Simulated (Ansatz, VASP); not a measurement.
## KF in VASP and in Ansatz

INCAR

```
SYSTEM = KF
PREC = Accurate ; ENCUT = 520
EDIFF = 1E-8 ; ISMEAR = -1
SIGMA = 0.01 ; LREAL = .FALSE.
LASPH = .TRUE. ; NELM = 100
ALGO = Normal ; ISIF = 2
LWAVE = .FALSE. ; LCHARG = .FALSE.
GGA = PE ; LEFG = .TRUE.
NBANDS = 15
```

File KPOINTS:

```
Automatic mesh
0
G
  9 9 9
  0 0 0
```

Contents of POSCAR:

```
KF
1.0
    0.0000000000      2.6464931030      2.6464931030
    2.6464931030      0.0000000000      2.6464931030
    2.6464931030      2.6464931030      0.0000000000
K F
1 1
Direct
    0.0000000000      0.0000000000      0.0000000000
    0.5000000000      0.5000000000      0.5000000000
```

Input for Ansatz:

```yaml
crystal:
  lattice:
    - [0.0, 2.646493103, 2.646493103]
    - [2.646493103, 0.0, 2.646493103]
    - [2.646493103, 2.646493103, 0.0]
  atoms:
    - { symbol: K, position: [0.0, 0.0, 0.0] }
    - { symbol: F, position: [0.5, 0.5, 0.5] }
kpoints:
  mp_grid: { grid: [9, 9, 9] }
scf:
  occupations: { method: fermi_dirac, width: 0.01 }
hamiltonian:
  xc: pbe
  pseudopotentials: { kind: paw }
output:
  forces: true
  stress: true
  eigenvalues: true
  efg: { contact_densities: true }
```

Change from the starting cell: volume scaled by 0.97, PAW files.

Alike in both runs: task electric field gradients; functional PBE; k mesh 9 × 9 × 9; occupations fermi-dirac, width 0.01 eV; no spin polarisation.

```csv
,VASP,Ansatz
version,VASP 6.6.1,Ansatz 0.2.0
potentials or method,"VASP PAW PBE potentials, release 64 (K_sv, F)","PAW with Ansatz's default frozen-core files, scalar-relativistic"
plane-wave cutoff (eV),520,420
valence electrons in the cell,16,16
```

```tsv
	VASP	Ansatz	Ansatz less VASP
gap on the k mesh at the Fermi level (eV)	6.32	6.34	+0.017
pressure (GPa)	2.5	2.5	-0.07
```
